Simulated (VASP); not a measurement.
# Ca (P6_3/mmc) in VASP: a series of runs

Runs on Ca. Level: BLYP. Tasks: single point.

All numbers are computed with VASP 6.6.1; they aren't measurements. Logs are shortened: lines on timing, memory, paths and dates and some standing lists are left out, and cuts for length are marked.

## Step 1: The cell of the first run

The structure is hexagonal, space group P6_3/mmc (No. 194). The conventional cell has a = 3.922 Å, b = 3.922 Å, c = 6.436 Å, α = 90.00°, β = 90.00°, γ = 120.00°. Within 5.1 Å of Ca (site symmetry -6m2) lie 12 Ca at 3.92 to 3.93 Å.

## Step 2: Single point, BLYP

File INCAR:

```
PREC = Accurate
ENCUT = 520
EDIFF = 1E-6
ISMEAR = -1
SIGMA = 0.1
LREAL = False
LASPH = True
NELM = 80
ALGO = Normal
ISIF = 2
LWAVE = False
LCHARG = False
GGA = B5
ALDAX = 1.0
AGGAX = 1.0
AGGAC = 1.0
ALDAC = 0.0
NBANDS = 17
```

File KPOINTS:

```
regular mesh
0
Gamma
  9 9 5
```

File POSCAR:

```
Ca
1.0
    3.9221024360      0.0000000000      0.0000000000
   -1.9610512180      3.3966403458      0.0000000000
    0.0000000000      0.0000000000      6.4357869488
Ca
2
Direct
    0.3333333333      0.6666666667      0.2500000000
    0.6666666667      0.3333333333      0.7500000000
```

Potentials or basis: VASP PAW PBE potentials, release 64 (Ca_sv).

Command:

```
$ cat potpaw_PBE.64/Ca_sv/POTCAR > POTCAR
$ mpirun -np 1 vasp_std > vasp.out
```

OUTCAR:

```text
PREC = Accurate
   ENCUT = 520
   EDIFF = 1E-6
   ISMEAR = -1
   LREAL = False
   LASPH = True
   NELM = 80
   ISIF = 2
   GGA = B5

 ion  position               nearest neighbor table
   1  0.333  0.667  0.250-
   2  0.667  0.333  0.750-

  LATTYP: Found a hexagonal cell.
 ALAT       =     3.9221024360
 C/A-ratio  =     1.6409023104

  Lattice vectors:

 A1 = (   3.9221024360,   0.0000000000,   0.0000000000)
 A2 = (  -1.9610512180,   3.3966403458,   0.0000000000)
 A3 = (   0.0000000000,   0.0000000000,   6.4357869488)

Analysis of symmetry for initial positions (statically):
=====================================================================
 Subroutine PRICEL returns:
 Original cell was already a primitive cell.

 Routine SETGRP: Setting up the symmetry group for a
 hexagonal supercell.

 Subroutine GETGRP returns: Found 24 space group operations
 (whereof 12 operations were pure point group operations)
 out of a pool of 24 trial point group operations.

The static configuration has the point symmetry D_3d.
 The point group associated with its full space group is D_6h.

Analysis of symmetry for dynamics (positions and initial velocities):
=====================================================================
 Subroutine PRICEL returns:
 Original cell was already a primitive cell.

 Routine SETGRP: Setting up the symmetry group for a
 hexagonal supercell.

 Subroutine GETGRP returns: Found 24 space group operations
 (whereof 12 operations were pure point group operations)
 out of a pool of 24 trial point group operations.

The dynamic configuration has the point symmetry D_3d.
 The point group associated with its full space group is D_6h.

 Subroutine INISYM returns: Found 24 space group operations
 (whereof 12 operations are pure point group operations),
 and found     1 'primitive' translations

----------------------------------------------------------------------------------------

                                     Primitive cell

  volume of cell :      85.7374

  direct lattice vectors                    reciprocal lattice vectors
     3.922102436  0.000000000  0.000000000     0.254965294  0.147204281  0.000000000
    -1.961051218  3.396640346  0.000000000     0.000000000  0.294408562  0.000000000
     0.000000000  0.000000000  6.435786949     0.000000000  0.000000000  0.155381154

  length of vectors
     3.922102436  3.922102436  6.435786949     0.294408562  0.294408562  0.155381154

  position of ions in fractional coordinates (direct lattice)
     0.333333333  0.666666667  0.250000000
     0.666666667  0.333333333  0.750000000

  ion indices of the primitive-cell ions
   primitive index   ion index
                 1           1
                 2           2

----------------------------------------------------------------------------------------

 KPOINTS: regular mesh

Automatic generation of k-mesh.
 Grid dimensions read from file:
 generate k-points for:    9    9    5

 Generating k-lattice:

  Cartesian coordinates                     Fractional coordinates (reciprocal lattice)
     0.028329477  0.016356031  0.000000000     0.111111111 -0.000000000  0.000000000
     0.000000000  0.032712062  0.000000000     0.000000000  0.111111111  0.000000000
     0.000000000  0.000000000  0.031076231     0.000000000  0.000000000  0.200000000

  Length of vectors
     0.032712062  0.032712062  0.031076231

  Shift w.r.t. Gamma in fractional coordinates (k-lattice)
     0.000000000  0.000000000  0.000000000

 Subroutine IBZKPT returns following result:
 ===========================================

 Found     36 irreducible k-points:

 Following reciprocal coordinates:
            Coordinates               Weight
  0.000000  0.000000  0.000000      1.000000
  0.111111 -0.000000  0.000000      6.000000
  0.222222  0.000000  0.000000      6.000000
  0.333333  0.000000  0.000000      6.000000
  0.444444  0.000000  0.000000      6.000000
  0.111111  0.111111  0.000000      6.000000
[... 16 lines left out ...]
  0.333333  0.222222  0.200000     24.000000
  0.333333  0.333333  0.200000      4.000000
 [... further k-points ...]
   k-points           NKPTS =     36   k-points in BZ     NKDIM =     36   number of bands    NBANDS=     17
   number of dos      NEDOS =    301   number of ions     NIONS =      2
   total plane-waves  NPLWV =  43200
   dimension x,y,z NGX =    30 NGY =   30 NGZ =   48
   dimension x,y,z NGXF=    60 NGYF=   60 NGZF=   96
   ions per type =               2
   NGX,Y,Z   is equivalent  to a cutoff of  12.72, 12.72, 12.40 a.u.
   NGXF,Y,Z  is equivalent  to a cutoff of  25.43, 25.43, 24.80 a.u.
 SYSTEM =  unknown system
   PREC   = accura    normal or accurate (medium, high low for compatibility)
   ISTART =      0    job   : 0-new  1-cont  2-samecut
   ICHARG =      2    charge: 1-file 2-atom 10-const
   ISPIN  =      1    spin polarized calculation?
   LNONCOLLINEAR =      F non collinear calculations
   LSORBIT =      F    spin-orbit coupling
   LASPH  =      T    aspherical Exc in radial PAW
   ENCUT  =  520.0 eV  38.22 Ry    6.18 a.u.   7.29  7.29 11.97*2*pi/ulx,y,z
   NELM   =     80;   NELMIN=  2; NELMDL= -5     # of ELM steps
   EDIFF  = 0.1E-05   stopping-criterion for ELM
   LREAL  =      F    real-space projection
   EDIFFG = 0.1E-04   stopping-criterion for IOM
   NSW    =      0    number of steps for IOM
   IBRION =     -1    ionic relax: 0-MD 1-quasi-New 2-CG
   NFREE  =      0    steps in history (QN), initial steepest desc. (CG)
   ISIF   =      2    stress and relaxation
   ISYM   =      2    0-nonsym 1-usesym 2-fastsym
   POTIM  = 0.5000    time-step for ionic-motion
   TEBEG  =    0.0;   TEEND  =   0.0 temperature during run
   PSTRESS=    0.0 pullay stress
   NELECT =      20.0000    total number of electrons
   NUPDOWN=      -1.0000    fix difference up-down
   EMIN   =  10.00;   EMAX   =-10.00  energy-range for DOS
   EFERMI =   0.00;   METHOD = LEGACY
   ISMEAR =    -1;   SIGMA  =   0.10  broadening in eV -4-tet -1-fermi 0-gaus
   EFERMI_NEDOS =   21; number of points for ismear=-14 and -15
   IALGO  =     38    algorithm
   IMIX   =      4    mixing-type and parameters
     AMIX     =   0.40;   BMIX     =  1.00
     AMIX_MAG =   1.60;   BMIX_MAG =  1.00
  volume/ion in A,a.u.               =      42.87       289.29
  Fermi-wavevector in a.u.,A,eV,Ry     =   1.007770  1.904409 13.818083  1.015600
  Thomas-Fermi vector in A             =   2.140596
   LORBIT       =      0    0 simple, 1 ext, 2 COOP (PROOUT), +10 PAW based schemes
   GGA     = B5    functional components
   LHFCALC =     F    Hartree Fock is set to
   AEXX    =    0.0000 exact exchange contribution
   IVDW    =     0    specifies the selected vdW correction
   LEPSILON=     F    determine dielectric tensor
   LRPA    =     F    only Hartree local field effects (RPA)
 non-spin polarized calculation
  energy-cutoff  :      520.00
  volume of cell :       85.74
 maximum number of plane-waves:      2340
 NGX is ok and might be reduce to    30
   NGX = 15   NGY = 15   NGZ = 23

 number of electron      19.9999992 magnetization

 Free energy of the ion-electron system (eV)
  ---------------------------------------------------
  ext. energy  EPLUGINS =         0.00000000
  ---------------------------------------------------
  free energy    TOTEN  =        -2.52010646 eV

  energy without entropy =       -2.42815612  energy(sigma->0) =       -2.47413129

 E-fermi :   2.3614     XC(G=0):  -7.2558

 val. band max:        2.3613345001   @ k =   0.2222   0.1111   0.0000
 cond. band min:       2.3939398419   @ k =   0.3333   0.0000   0.0000
 fundamental gap:      0.0326053418
 Fermi energy:         2.3614242446

 k-point     1 :       0.0000    0.0000    0.0000
  band No.  band energies     occupation
      1     -39.7028      2.00000
      2     -39.6902      2.00000
      3     -20.8675      2.00000
      4     -20.7632      2.00000
      5     -20.7632      2.00000
      6     -20.7454      2.00000
[... 9 lines left out ...]
     16       4.7363      0.00000
     17       5.1109      0.00000

 k-point     2 :       0.1111   -0.0000    0.0000
  band No.  band energies     occupation
      1     -39.7014      2.00000
      2     -39.6895      2.00000
      3     -20.8625      2.00000
      4     -20.7749      2.00000
      5     -20.7669      2.00000
      6     -20.7575      2.00000
[... 9 lines left out ...]
     16       4.8658      0.00000
     17       4.9186      0.00000

 k-point     3 :       0.2222    0.0000    0.0000
  band No.  band energies     occupation
      1     -39.6979      2.00000
      2     -39.6879      2.00000
      3     -20.8486      2.00000
      4     -20.8049      2.00000
      5     -20.7877      2.00000
      6     -20.7760      2.00000
[... 9 lines left out ...]
     16       4.9543      0.00000
     17       4.9746      0.00000

 k-point     4 :       0.3333    0.0000    0.0000
  band No.  band energies     occupation
      1     -39.6936      2.00000
      2     -39.6863      2.00000
      3     -20.8393      2.00000
      4     -20.8297      2.00000
      5     -20.8212      2.00000
      6     -20.7860      2.00000
[... 9 lines left out ...]
     16       5.3812      0.00000
     17       5.5713      0.00000
[... 343 lines left out ...]
      1     -39.6909      2.00000
      2     -39.6864      2.00000
      3     -20.8439      2.00000
      4     -20.8388      2.00000
      5     -20.8032      2.00000
      6     -20.7986      2.00000
[... 9 lines left out ...]
     16       5.3275      0.00000
     17       5.7274      0.00000

 k-point    23 :       0.3333    0.2222    0.2000
  band No.  band energies     occupation
      1     -39.6883      2.00000
      2     -39.6860      2.00000
      3     -20.8525      2.00000
      4     -20.8414      2.00000
      5     -20.8163      2.00000
      6     -20.7964      2.00000
[... 9 lines left out ...]
     16       5.5916      0.00000
     17       5.7284      0.00000

 k-point    24 :       0.3333    0.3333    0.2000
  band No.  band energies     occupation
      1     -39.6867      2.00000
      2     -39.6867      2.00000
      3     -20.8397      2.00000
      4     -20.8351      2.00000
      5     -20.8351      2.00000
      6     -20.8094      2.00000
[... 9 lines left out ...]
     16       5.6170      0.00000
     17       5.8892      0.00000

 [... further k-points ...]
[... 5 lines left out ...]
  --------------------------------------------------------------------------------------
  -------------------------------------------------------------------------------------
  Total        0.0056118      0.0056118      0.0157613      0.0000000      0.0000000      0.0000000
  in kB        0.1048682      0.1048682      0.2945320      0.0000000      0.0000000      0.0000000
  external PRESSURE =       0.1680895 kB  Pullay stress =       0.0000000 kB

 VOLUME and BASIS-vectors are now :
 -----------------------------------------------------------------------------
  energy-cutoff  :      520.00
  volume of cell :       85.74
      direct lattice vectors                 reciprocal lattice vectors
     3.922102436  0.000000000  0.000000000     0.254965294  0.147204281  0.000000000
    -1.961051218  3.396640346  0.000000000     0.000000000  0.294408562  0.000000000
     0.000000000  0.000000000  6.435786949     0.000000000  0.000000000  0.155381154

 POSITION                                       TOTAL-FORCE (eV/Angst)
 -----------------------------------------------------------------------------------
     -0.00000      2.26443      1.60895         0.000000      0.000000      0.000000
      1.96105      1.13221      4.82684        -0.000000     -0.000000      0.000000
 -----------------------------------------------------------------------------------
    total drift:                               -0.000000      0.000000     -0.000000

  FREE ENERGIE OF THE ION-ELECTRON SYSTEM (eV)
  ---------------------------------------------------
  free  energy   TOTEN  =        -2.5201064589 eV

  energy  without entropy=       -2.4281561188  energy(sigma->0) =       -2.47413129
```

Wall time 46 s (1 thread of Intel Xeon 6975P-C, shared host); peak memory 0.21 GiB.

Results:

| Property | Result |
| --- | --- |
| Free energy | -2.5201 eV |
| Pressure | 0.0 GPa |
| Band gap on the k mesh | zero (band 10 reaches 2.55 eV, above the bottom of band 11 at 2.22 eV) |

Caveat: the PAW data sets were made with another functional, which shifts forces and pressure a little.

## Step 3: Single point, BLYP (volume scaled by 0.88)

File INCAR:

```
PREC = Accurate ; ENCUT = 520
EDIFF = 1E-6 ; ISMEAR = -1
SIGMA = 0.1 ; LREAL = False
LASPH = True ; NELM = 60
ALGO = Normal ; ISIF = 2
LWAVE = False ; LCHARG = False
GGA = B5 ; ALDAX = 1.0
AGGAX = 1.0 ; AGGAC = 1.0
ALDAC = 0.0 ; NBANDS = 17
```

File KPOINTS:

```
Automatic mesh
0
Gamma
  11 11 6
```

File POSCAR:

```
Ca
1.0
    3.7584878987      0.0000000000      0.0000000000
   -1.8792439493      3.2549460001      0.0000000000
    0.0000000000      0.0000000000      6.1673114765
Ca
2
Direct
    0.3333333333      0.6666666667      0.2500000000
    0.6666666667      0.3333333333      0.7500000000
```

Potentials or basis: VASP PAW PBE potentials, release 64 (Ca_sv).

Command:

```
$ cat potpaw_PBE.64/Ca_sv/POTCAR > POTCAR
$ mpirun -np 1 vasp_std > vasp.out
```

It took 59 s on 1 thread of Intel Xeon 6975P-C, shared host; peak memory 0.22 GiB.

The run converged. Its results:

- Free energy: -2.4440 eV
- Pressure: 2.6 GPa
- Band gap on the k mesh: zero (band 10 reaches 3.04 eV, above the bottom of band 11 at 2.86 eV)

Stress tensor (GPa, compression positive):
```
2.51 0.00 0.00
0.00 2.51 0.00
0.00 0.00 2.66
```

Levels at points of the mesh, in eV from the Fermi level:
```
           k point  band 6  band 7  band 8  band 9  band 10  band 11  band 12  band 13  band 14  band 15
(0.00, 0.00, 0.00)  -22.80  -22.80  -22.79   -4.19    -1.10    -0.01     2.24     2.26     2.26     2.59
(0.00, 0.00, 0.50)  -22.82  -22.82  -22.82   -3.09    -3.09     1.36     1.36     2.24     2.24     2.24
```

Caveat: the PAW data sets were made with another functional, which shifts forces and pressure a little.

## Step 4: Single point, BLYP (volume scaled by 0.92)

File INCAR:

```
SYSTEM = Ca
AGGAC = 1.0
AGGAX = 1.0
ALDAC = 0.0
ALDAX = 1.0
ALGO = Normal
EDIFF = 1E-7
ENCUT = 520
GGA = B5
ISIF = 2
ISMEAR = -1
LASPH = .True.
LCHARG = .False.
LREAL = .False.
LWAVE = .False.
NBANDS = 17
NELM = 80
PREC = Accurate
SIGMA = 0.1
```

File KPOINTS:

```
k-points
0
Gamma
  11 11 6
  0 0 0
```

File POSCAR:

```
Ca
1.0
    3.8145930045      0.0000000000      0.0000000000
   -1.9072965023      3.3035344470      0.0000000000
    0.0000000000      0.0000000000      6.2593744744
Ca
2
Direct
    0.3333333333      0.6666666667      0.2500000000
    0.6666666667      0.3333333333      0.7500000000
```

Command:

```
$ cat potpaw_PBE.64/Ca_sv/POTCAR > POTCAR
$ mpirun -np 1 vasp_std > vasp.out
```

Run time: 80 s. Hardware: 1 thread of Intel Xeon 6975P-C, shared host; peak memory 0.22 GiB.

Results (log left out):

```
Free energy            : -2.4884 eV
Pressure               : 1.6 GPa
Band gap on the k mesh : zero (band 10 reaches 2.87 eV, above the bottom of band 11 at 2.64 eV)
```

Stress tensor (GPa, compression positive):
```
1.53 0.00 0.00
0.00 1.53 0.00
0.00 0.00 1.61
```

Levels at points of the mesh, in eV from the Fermi level:
```csv
k point,band 7,band 8,band 9,band 10,band 11,band 12,band 13,band 14
"(0.00, 0.00, 0.00)",-22.91,-22.90,-4.12,-1.09,-0.05,2.18,2.20,2.20
"(0.00, 0.00, 0.50)",-22.92,-22.92,-3.05,-3.05,1.33,1.33,2.19,2.19
```

Caveat: the PAW data sets were made with another functional, which shifts forces and pressure a little.

## Step 5: Single point, BLYP

File INCAR:

```
AGGAC    = 1.0          
AGGAX    = 1.0          
ALDAC    = 0.0          
ALDAX    = 1.0          
ALGO     = Normal         # electronic algorithm
EDIFF    = 1E-7           # SCF threshold, eV
ENCUT    = 520            # plane-wave cutoff, eV
GGA      = B5             # functional
ISIF     = 2              # what is computed and relaxed
ISMEAR   = -1             # smearing method
LASPH    = True           # aspherical terms in the spheres
LCHARG   = False          # write CHGCAR
LREAL    = False          # projectors in reciprocal space
LWAVE    = False          # write WAVECAR
NBANDS   = 17             # bands
NELM     = 80             # most SCF steps
PREC     = Accurate       # precision mode
SIGMA    = 0.1            # smearing width, eV
```

File KPOINTS:

```
k-points
0
Gamma
  11 11 6
```

File POSCAR:

```
Ca
1.0
    3.9221024360      0.0000000000      0.0000000000
   -1.9610512180      3.3966403458      0.0000000000
    0.0000000000      0.0000000000      6.4357869488
Ca
2
Direct
    0.3333333333      0.6666666667      0.2500000000
    0.6666666667      0.3333333333      0.7500000000
```

Command:

```
$ cat potpaw_PBE.64/Ca_sv/POTCAR > POTCAR
$ mpirun -np 1 vasp_std > vasp.out
```

Wall time 87 s (1 thread of Intel Xeon 6975P-C, shared host); peak memory 0.24 GiB.

It converged, with:

| Property | Result |
| --- | --- |
| Free energy | -2.5216 eV |
| Pressure | 0.0 GPa |
| Band gap on the k mesh | zero (band 10 reaches 2.55 eV, above the bottom of band 11 at 2.24 eV) |

Levels at points of the mesh, in eV from the Fermi level:
```
           k point  band 8  band 9  band 10  band 11  band 12  band 13
(0.00, 0.00, 0.00)  -23.10   -3.98    -1.06    -0.12     2.06     2.09
(0.00, 0.00, 0.50)  -23.12   -2.98    -2.98     1.28     1.28     2.08
```

Caveat: the PAW data sets were made with another functional, which shifts forces and pressure a little.

## Step 6: Overview

| cell | k mesh | gap on the mesh (eV) | pressure (GPa) |
| --- | --- | --- | --- |
| a = 3.922, b = 3.922, c = 6.436 Å, angles 90.0, 90.0, 120.0°, 2 atoms | 9 × 9 × 5 | none | 0.0 |
| a = 3.758, b = 3.758, c = 6.167 Å, angles 90.0, 90.0, 120.0°, 2 atoms | 11 × 11 × 6 | none | 2.6 |
| a = 3.815, b = 3.815, c = 6.259 Å, angles 90.0, 90.0, 120.0°, 2 atoms | 11 × 11 × 6 | none | 1.6 |
| a = 3.922, b = 3.922, c = 6.436 Å, angles 90.0, 90.0, 120.0°, 2 atoms | 11 × 11 × 6 | none | 0.0 |

Alike in all rows: task single point; level BLYP; potentials or basis VASP PAW PBE potentials, release 64 (Ca_sv); no spin polarisation; cutoff (eV) 520; smearing fermi-dirac 0.1 eV.

Caveats: the PAW data sets were made with another functional, which shifts forces and pressure a little.

Total energies depend on the potentials used, so only differences within one code and one set of settings carry meaning.
